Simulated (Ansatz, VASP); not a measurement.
# AsC3N3: VASP beside Ansatz

File INCAR:

```
PREC = Accurate
ENCUT = 520
EDIFF = 1E-8
ISMEAR = -1
SIGMA = 0.02
LREAL = False
LASPH = True
NELM = 80
ALGO = Normal
ISIF = 2
LWAVE = False
LCHARG = False
GGA = PE
LEFG = True
NBANDS = 45
```

Contents of KPOINTS:

```
regular mesh
0
Gamma
  5 5 3
```

Contents of POSCAR:

```
AsC3N3
1.0
    4.5950000000     -3.4500000000      0.0000000000
    4.5950000000      3.4500000000      0.0000000000
   -1.7325700000      0.0000000000      8.7501200000
As C N
2 6 6
Direct
    0.2951293755      0.2949045224      0.2621687797
    0.7050954776      0.7048706245      0.7378312203
    0.0059121565      0.4318030148      0.3724010734
    0.5681969852      0.9940878435      0.6275989266
    0.2375465944      0.9682105663      0.2490241906
    0.0317894337      0.7624534056      0.7509758094
    0.0866035516      0.3506592043      0.0671012870
    0.6493407957      0.9133964484      0.9328987130
    0.9758287210      0.4006596597      0.9508328635
    0.5993403403      0.0241712790      0.0491671365
    0.2242096248      0.7703131485      0.2486315767
    0.2296868515      0.7757903752      0.7513684233
    0.8496611630      0.5223410708      0.4479787309
    0.4776589292      0.1503388370      0.5520212691
```

Input for Ansatz:

```yaml
crystal:
  lattice:
    - [4.595, -3.45, 0.0]
    - [4.595, 3.45, 0.0]
    - [-1.73257, 0.0, 8.75012]
  atoms:
    - { symbol: As, position: [0.2951293755, 0.2949045224, 0.2621687797] }
    - { symbol: As, position: [0.7050954776, 0.7048706245, 0.7378312203] }
    - { symbol: C, position: [0.0059121565, 0.4318030148, 0.3724010734] }
    - { symbol: C, position: [0.5681969852, 0.9940878435, 0.6275989266] }
    - { symbol: C, position: [0.2375465944, 0.9682105663, 0.2490241906] }
    - { symbol: C, position: [0.0317894337, 0.7624534056, 0.7509758094] }
    - { symbol: C, position: [0.0866035516, 0.3506592043, 0.067101287] }
    - { symbol: C, position: [0.6493407957, 0.9133964484, 0.932898713] }
    - { symbol: "N", position: [0.975828721, 0.4006596597, 0.9508328635] }
    - { symbol: "N", position: [0.5993403403, 0.024171279, 0.0491671365] }
    - { symbol: "N", position: [0.2242096248, 0.7703131485, 0.2486315767] }
    - { symbol: "N", position: [0.2296868515, 0.7757903752, 0.7513684233] }
    - { symbol: "N", position: [0.849661163, 0.5223410708, 0.4479787309] }
    - { symbol: "N", position: [0.4776589292, 0.150338837, 0.5520212691] }
kpoints:
  mp_grid: { grid: [5, 5, 3] }
scf:
  occupations: { method: fermi_dirac, width: 0.02 }
  convergence: { dr2_threshold: 1.0e-06 }
hamiltonian:
  xc: pbe
  pseudopotentials: { kind: paw }
output:
  forces: true
  stress: true
  populations: true
  efg:
    quadrupole_moments_barn: { As: 0.311, "N": 0.02044 }
    contact_densities: true
```

Alike in both runs: task electric field gradients; functional PBE; k mesh 5 × 5 × 3; occupations fermi-dirac, width 0.02 eV; no spin polarisation.

|  | VASP | Ansatz |
| --- | --- | --- |
| version | VASP 6.6.1 | Ansatz 0.2.0 |
| potentials or method | VASP PAW PBE potentials, release 64 (As, C, N) | plane-wave PAW, scalar-relativistic |
| plane-wave cutoff (eV) | 520 | 420 |
| valence electrons in the cell | 64 | 84 |

Ansatz gave:

```
gap on the k mesh at the Fermi level (eV)                     : 4.68
pressure (GPa)                                                : 0.6
traceless stress, the component that is largest in VASP (GPa) : 0.14
rms of the force components (eV/Å)                            : 0.007
size of Vzz on the site where it differs most (V/Å²)          : 33.6
```

Which values does VASP return?

gap on the k mesh at the Fermi level (eV): 4.65; pressure (GPa): 1.2; traceless stress, the component that is largest in VASP (GPa): 0.07; rms of the force components (eV/Å): 0.223; size of Vzz on the site where it differs most (V/Å²): 46.5.

Atom by atom the forces differ by 0.223 eV/Å (rms over components). One of these differences is far larger than is usual between the two programs; its cause wasn't traced. With one functional, cell and mesh, what is left measures potentials, basis and numerics. VASP's potentials hold 64 valence electrons a cell and Ansatz's 84, so a difference there can come from the potentials and not from the codes. Ansatz's warnings: force scf threshold loose, stress scf threshold loose.

Noted on VASP's run: the standard files for N, O and F lose accuracy on very short bonds.
